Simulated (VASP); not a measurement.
# SnO (Romarchite) (P4/nmm) in VASP: a series of runs

SnO (Romarchite) is run at these levels: PBE; tasks: single point.

All numbers are computed with VASP 6.6.1; they aren't measurements. Logs are shortened: lines on timing, memory, paths and dates and some standing lists are left out, and cuts for length are marked.

## Step 1: The cell of the first run

Symmetry: P4/nmm, No. 129, tetragonal system. The conventional cell has a = 3.694 Å, b = 3.694 Å, c = 4.708 Å, α = 90.00°, β = 90.00°, γ = 90.00°. Sn (site symmetry 4mm) has 4 O at 2.16 Å within 2.9 Å. Within 2.9 Å of O (site symmetry -4m2) lie 4 Sn at 2.16 Å and 4 O at 2.61 Å.

## Step 2: Single point, PBE

INCAR

```
SYSTEM = SnO
ALGO = Normal
EDIFF = 1E-6
ENCUT = 520
GGA = PE
ISIF = 2
ISMEAR = -1
LASPH = .TRUE.
LCHARG = .FALSE.
LREAL = .FALSE.
LWAVE = .FALSE.
NBANDS = 28
NELM = 100
PREC = Accurate
SIGMA = 0.05
```

KPOINTS

```
k-points
0
G
  6 6 4
  0 0 0
```

POSCAR

```
SnO
1.0
    3.6944759153      0.0000000000      0.0000000000
    0.0000000000      3.6944759153      0.0000000000
    0.0000000000      0.0000000000      4.7081079900
Sn O
2 2
Direct
    0.5000000000      0.0000000000      0.2369000000
    0.0000000000      0.5000000000      0.7631000000
    0.0000000000      0.0000000000      0.0000000000
    0.5000000000      0.5000000000      0.0000000000
```

Potentials or basis: VASP PAW PBE potentials, release 64 (Sn_d, O).

Started as:

```sh
$ cat potpaw_PBE.64/Sn_d/POTCAR potpaw_PBE.64/O/POTCAR > POTCAR
$ mpirun -np 1 vasp_std > vasp.out
```

OUTCAR:

```text
SYSTEM = SnO
   EDIFF = 1E-6
   ENCUT = 520
   GGA = PE
   ISIF = 2
   ISMEAR = -1
   LASPH = .TRUE.
   LREAL = .FALSE.
   NELM = 100
   PREC = Accurate

 ion  position               nearest neighbor table
   1  0.500  0.000  0.237-   3 2.16   4 2.16   4 2.16   3 2.16   2 3.44   2 3.44   2 3.44   2 3.44
                             2 3.60   2 3.60   2 3.60   2 3.60
   2  0.000  0.500  0.763-   3 2.16   4 2.16   3 2.16   4 2.16   1 3.44   1 3.44   1 3.44   1 3.44
                             1 3.60   1 3.60   1 3.60   1 3.60
   3  0.000  0.000  0.000-   1 2.16   2 2.16   2 2.16   1 2.16
   4  0.500  0.500  0.000-   1 2.16   2 2.16   1 2.16   2 2.16

  LATTYP: Found a simple tetragonal cell.
 ALAT       =     3.6944759153
 C/A-ratio  =     1.2743642395

  Lattice vectors:

 A1 = (   3.6944759153,   0.0000000000,   0.0000000000)
 A2 = (   0.0000000000,   3.6944759153,   0.0000000000)
 A3 = (   0.0000000000,   0.0000000000,   4.7081079900)

Analysis of symmetry for initial positions (statically):
=====================================================================
 Subroutine PRICEL returns:
 Original cell was already a primitive cell.

 Routine SETGRP: Setting up the symmetry group for a
 simple tetragonal supercell.

 Subroutine GETGRP returns: Found 16 space group operations
 (whereof  8 operations were pure point group operations)
 out of a pool of 16 trial point group operations.

The static configuration has the point symmetry D_2d.
 The point group associated with its full space group is D_4h.

Analysis of symmetry for dynamics (positions and initial velocities):
=====================================================================
 Subroutine PRICEL returns:
 Original cell was already a primitive cell.

 Routine SETGRP: Setting up the symmetry group for a
 simple tetragonal supercell.

 Subroutine GETGRP returns: Found 16 space group operations
 (whereof  8 operations were pure point group operations)
 out of a pool of 16 trial point group operations.

The dynamic configuration has the point symmetry D_2d.
 The point group associated with its full space group is D_4h.

 Subroutine INISYM returns: Found 16 space group operations
 (whereof  8 operations are pure point group operations),
 and found     1 'primitive' translations

----------------------------------------------------------------------------------------

                                     Primitive cell

  volume of cell :      64.2617

  direct lattice vectors                    reciprocal lattice vectors
[... 88 lines left out ...]
   LASPH  =      T    aspherical Exc in radial PAW
   ENCUT  =  520.0 eV  38.22 Ry    6.18 a.u.   6.87  6.87  8.75*2*pi/ulx,y,z
   NELM   =    100;   NELMIN=  2; NELMDL= -5     # of ELM steps
   EDIFF  = 0.1E-05   stopping-criterion for ELM
   LREAL  =      F    real-space projection
   EDIFFG = 0.1E-04   stopping-criterion for IOM
   NSW    =      0    number of steps for IOM
   IBRION =     -1    ionic relax: 0-MD 1-quasi-New 2-CG
   NFREE  =      0    steps in history (QN), initial steepest desc. (CG)
   ISIF   =      2    stress and relaxation
   ISYM   =      2    0-nonsym 1-usesym 2-fastsym
   POTIM  = 0.5000    time-step for ionic-motion
   TEBEG  =    0.0;   TEEND  =   0.0 temperature during run
   PSTRESS=    0.0 pullay stress
   NELECT =      40.0000    total number of electrons
   NUPDOWN=      -1.0000    fix difference up-down
   EMIN   =  10.00;   EMAX   =-10.00  energy-range for DOS
   EFERMI =   0.00;   METHOD = LEGACY
   ISMEAR =    -1;   SIGMA  =   0.05  broadening in eV -4-tet -1-fermi 0-gaus
   EFERMI_NEDOS =   21; number of points for ismear=-14 and -15
   IALGO  =     38    algorithm
   IMIX   =      4    mixing-type and parameters
     AMIX     =   0.40;   BMIX     =  1.00
     AMIX_MAG =   1.60;   BMIX_MAG =  1.00
  volume/ion in A,a.u.               =      16.07       108.41
  Fermi-wavevector in a.u.,A,eV,Ry     =   1.397797  2.641453 26.583562  1.953837
  Thomas-Fermi vector in A             =   2.521018
   LORBIT       =      0    0 simple, 1 ext, 2 COOP (PROOUT), +10 PAW based schemes
   GGA     = PE    functional components
   LHFCALC =     F    Hartree Fock is set to
   AEXX    =    0.0000 exact exchange contribution
   IVDW    =     0    specifies the selected vdW correction
   LEPSILON=     F    determine dielectric tensor
   LRPA    =     F    only Hartree local field effects (RPA)
 non-spin polarized calculation
  energy-cutoff  :      520.00
  volume of cell :       64.26
 maximum number of plane-waves:      1760
 NGX is ok and might be reduce to    28
   NGX = 13   NGY = 13   NGZ = 17

 number of electron      39.9999989 magnetization

 Free energy of the ion-electron system (eV)
  ---------------------------------------------------
  ext. energy  EPLUGINS =         0.00000000
  ---------------------------------------------------
  free energy    TOTEN  =       -22.31081612 eV

  energy without entropy =      -22.30819010  energy(sigma->0) =      -22.30950311

 E-fermi :   8.5488     XC(G=0): -10.6999

 val. band max:        8.5006726222   @ k =   0.1667   0.0000   0.0000
 cond. band min:       8.5931362322   @ k =   0.0000   0.0000   0.0000
 fundamental gap:      0.0924636100
 Fermi energy:         8.5488135765

 k-point     1 :       0.0000    0.0000    0.0000
  band No.  band energies     occupation
      1     -14.0715      2.00000
      2     -13.4090      2.00000
      3     -13.4090      2.00000
      4     -13.3976      2.00000
      5     -13.3335      2.00000
      6     -13.3306      2.00000
[... 733 lines left out ...]
     27      17.4698      0.00000
     28      17.4698      0.00000

 [... further k-points ...]
[... 5 lines left out ...]
  --------------------------------------------------------------------------------------
  -------------------------------------------------------------------------------------
  Total        6.6793432      6.6793432      5.2642991      0.0000000      0.0000000      0.0000000
  in kB      166.5299102    166.5299102    131.2499189      0.0000000      0.0000000      0.0000000
  external PRESSURE =     154.7699131 kB  Pullay stress =       0.0000000 kB

 VOLUME and BASIS-vectors are now :
 -----------------------------------------------------------------------------
  energy-cutoff  :      520.00
  volume of cell :       64.26
      direct lattice vectors                 reciprocal lattice vectors
     3.694475915  0.000000000  0.000000000     0.270674386  0.000000000  0.000000000
     0.000000000  3.694475915  0.000000000     0.000000000  0.270674386  0.000000000
     0.000000000  0.000000000  4.708107990     0.000000000  0.000000000  0.212399546

 POSITION                                       TOTAL-FORCE (eV/Angst)
 -----------------------------------------------------------------------------------
      1.84724      0.00000      1.11535         0.000000      0.000000      2.015759
      0.00000      1.84724      3.59276        -0.000000      0.000000     -2.015759
      0.00000      0.00000      0.00000        -0.000000     -0.000000      0.000000
      1.84724      1.84724      0.00000        -0.000000      0.000000      0.000000
 -----------------------------------------------------------------------------------
    total drift:                                0.000000      0.000000      0.000000

  FREE ENERGIE OF THE ION-ELECTRON SYSTEM (eV)
  ---------------------------------------------------
  free  energy   TOTEN  =       -22.3108161190 eV

  energy  without entropy=      -22.3081901027  energy(sigma->0) =      -22.30950311
```

OSZICAR:

```text
N       E                     dE             d eps       ncg     rms          rms(c)
DAV:   1     0.415103344559E+03    0.41510E+03   -0.19959E+04  1736   0.223E+03
DAV:   2     0.350859199191E+02   -0.38002E+03   -0.36491E+03  1736   0.539E+02
DAV:   3    -0.233038780911E+02   -0.58390E+02   -0.57409E+02  1952   0.180E+02
DAV:   4    -0.258230664757E+02   -0.25192E+01   -0.25091E+01  1872   0.398E+01
DAV:   5    -0.258823175303E+02   -0.59251E-01   -0.59241E-01  1868   0.655E+00    0.119E+01
DAV:   6    -0.222823048835E+02    0.36000E+01   -0.14409E+01  2692   0.431E+01    0.473E+00
DAV:   7    -0.223278058184E+02   -0.45501E-01   -0.17303E+00  1900   0.820E+00    0.251E+00
DAV:   8    -0.223184540919E+02    0.93517E-02   -0.25332E-01  2356   0.410E+00    0.816E-01
DAV:   9    -0.223098956140E+02    0.85585E-02   -0.50625E-02  2544   0.276E+00    0.217E-01
DAV:  10    -0.223108498689E+02   -0.95425E-03   -0.57274E-03  2184   0.678E-01    0.892E-02
DAV:  11    -0.223108011341E+02    0.48735E-04   -0.87191E-04  2520   0.333E-01    0.268E-02
DAV:  12    -0.223108289420E+02   -0.27808E-04   -0.17999E-04  1932   0.773E-02    0.343E-02
DAV:  13    -0.223108157183E+02    0.13224E-04   -0.62468E-05  2232   0.982E-02    0.366E-03
DAV:  14    -0.223108161190E+02   -0.40064E-06   -0.69474E-06  2116   0.207E-02
   1 F= -.22310816E+02 E0= -.22309503E+02  d E =-.262602E-02
```

Run time: 66 s. Hardware: 1 thread of Intel Xeon 8259CL, shared host; peak memory 0.19 GiB.

What came out:

| Quantity | Value |
| --- | --- |
| Free energy | -22.3108 eV |
| Pressure | 15.5 GPa |
| Largest force | 2.016 eV/Å |
| Band gap on the k mesh | zero (band 20 reaches 8.59 eV, above the bottom of band 21 at 8.34 eV) |

Forces in eV/Å, atoms in the order of the input:
```
Sn   0.000  0.000  2.016
Sn   0.000  0.000 -2.016
O    0.000  0.000  0.000
O    0.000  0.000  0.000
```

Caveat: spin-orbit coupling is left out, which moves the levels of the heavy elements; forces of over 1 eV/Å act on the atoms, so gaps and moduli don't describe the material at rest.

## Step 3: Single point, PBE

This run uses another cell than the first one, of 16.53 Å³/atom, 1.029 times its volume.

INCAR

```
SYSTEM = SnO
PREC     = Accurate       ! precision mode
ENCUT    = 520            ! plane-wave cutoff, eV
EDIFF    = 1E-6           ! SCF threshold, eV
ISMEAR   = -1             ! smearing method
SIGMA    = 0.05           ! smearing width, eV
LREAL    = .FALSE.        ! projectors in reciprocal space
LASPH    = .TRUE.         ! aspherical terms in the spheres
NELM     = 60             ! most SCF steps
ALGO     = Normal         ! electronic algorithm
ISIF     = 2              ! what is computed and relaxed
LWAVE    = .FALSE.        ! write WAVECAR
LCHARG   = .FALSE.        ! write CHGCAR
GGA      = PE             ! functional
NBANDS   = 28             ! bands
```

KPOINTS

```
regular mesh
0
G
  6 6 4
  0 0 0
```

POSCAR

```
SnO
1.0
    3.7298319001      0.0000000000      0.0000000000
    0.0000000000      3.7298319001      0.0000000000
    0.0000000000      0.0000000000      4.7531643926
Sn O
2 2
Direct
    0.5000000000      0.0000000000      0.2369000000
    0.0000000000      0.5000000000      0.7631000000
    0.0000000000      0.0000000000      0.0000000000
    0.5000000000      0.5000000000      0.0000000000
```

Potentials or basis: VASP PAW PBE potentials, release 64 (Sn_d, O).

Started as:

```sh
$ cat potpaw_PBE.64/Sn_d/POTCAR potpaw_PBE.64/O/POTCAR > POTCAR
$ mpirun -np 1 vasp_std > vasp.out
```

Wall time 75 s (1 thread of Intel Xeon 8259CL, shared host); peak memory 0.19 GiB.

The run converged. Its results:

| Property | Result |
| --- | --- |
| Free energy | -22.4687 eV |
| Pressure | 11.4 GPa |
| Largest force | 1.510 eV/Å |
| Band gap on the k mesh | zero (band 20 reaches 8.12 eV, above the bottom of band 21 at 7.98 eV) |

Forces on the atoms (eV/Å):
```
Sn   0.000  0.000  1.510
Sn   0.000  0.000 -1.510
O    0.000  0.000  0.000
O    0.000  0.000  0.000
```

Stress tensor (GPa, compression positive):
```
12.29  0.00  0.00
 0.00 12.29  0.00
 0.00  0.00  9.77
```

Levels at points of the mesh, in eV from the Fermi level:
```tsv
k point	band 18	band 19	band 20	band 21	band 22	band 23
(0.00, 0.00, 0.00)	-3.66	-3.66	0.03	2.20	4.28	4.73
(0.50, 0.00, 0.00)	-5.44	-3.02	-3.02	3.27	3.27	6.07
(0.50, 0.50, 0.00)	-2.96	-1.99	-1.99	-0.10	-0.10	4.39
(0.00, 0.00, 0.50)	-3.68	-2.97	-2.58	1.60	2.88	2.88
(0.50, 0.00, 0.50)	-5.40	-1.97	-1.97	2.60	2.60	5.52
(0.50, 0.50, 0.50)	-2.96	-2.85	-2.85	2.21	2.21	4.14
```

Caveat: spin-orbit coupling is left out, which moves the levels of the heavy elements; forces of over 1 eV/Å act on the atoms, so gaps and moduli don't describe the material at rest.

## Step 4: Single point, PBE

This run uses another cell than the first one, of 17.00 Å³/atom, 1.058 times its volume.

INCAR

```
SYSTEM = SnO
PREC = Accurate ; ENCUT = 520
EDIFF = 1E-6 ; ISMEAR = -1
SIGMA = 0.05 ; LREAL = .False.
LASPH = .True. ; NELM = 60
ALGO = Normal ; ISIF = 2
LWAVE = .False. ; LCHARG = .True.
GGA = PE ; LELF = .True.
LVHAR = .True. ; NBANDS = 28
```

KPOINTS

```
regular mesh
0
Gamma
  6 6 4
  0 0 0
```

POSCAR

```
SnO
1.0
    3.7645300033      0.0000000000      0.0000000000
    0.0000000000      3.7645300033      0.0000000000
    0.0000000000      0.0000000000      4.7973824145
Sn O
2 2
Direct
    0.5000000000      0.0000000000      0.2369000000
    0.0000000000      0.5000000000      0.7631000000
    0.0000000000      0.0000000000      0.0000000000
    0.5000000000      0.5000000000      0.0000000000
```

Started as:

```sh
$ cat potpaw_PBE.64/Sn_d/POTCAR potpaw_PBE.64/O/POTCAR > POTCAR
$ mpirun -np 1 vasp_std > vasp.out
```

Wall time 75 s (1 thread of Intel Xeon 8259CL, shared host); peak memory 0.19 GiB.

Results (log left out):

* Free energy: -22.5831 eV
* Pressure: 8.0 GPa
* Largest force: 1.039 eV/Å
* Band gap on the k mesh: zero (band 20 reaches 7.67 eV, above the bottom of band 21 at 7.64 eV)

Forces on the atoms (eV/Å):
```
Sn   0.000  0.000  1.039
Sn   0.000  0.000 -1.039
O    0.000  0.000  0.000
O    0.000  0.000  0.000
```

Stress tensor (GPa, compression positive):
```
8.57 0.00 0.00
0.00 8.57 0.00
0.00 0.00 6.85
```

Levels at points of the mesh, in eV from the Fermi level:
| k point | band 18 | band 19 | band 20 | band 21 | band 22 | band 23 |
| --- | --- | --- | --- | --- | --- | --- |
| (0.00, 0.00, 0.00) | -3.47 | -3.47 | 0.00 | 2.13 | 4.29 | 4.71 |
| (0.50, 0.00, 0.00) | -5.20 | -2.89 | -2.89 | 3.21 | 3.21 | 5.99 |
| (0.50, 0.50, 0.00) | -2.79 | -1.96 | -1.96 | -0.02 | -0.02 | 4.41 |
| (0.00, 0.00, 0.50) | -3.49 | -3.07 | -2.43 | 1.62 | 2.91 | 2.91 |
| (0.50, 0.00, 0.50) | -5.16 | -1.89 | -1.89 | 2.57 | 2.57 | 5.47 |
| (0.50, 0.50, 0.50) | -2.79 | -2.78 | -2.78 | 2.26 | 2.26 | 4.07 |

Caveat: spin-orbit coupling is left out, which moves the levels of the heavy elements; forces of over 1 eV/Å act on the atoms, so gaps and moduli don't describe the material at rest.

(Continued in part 2 of 2.)
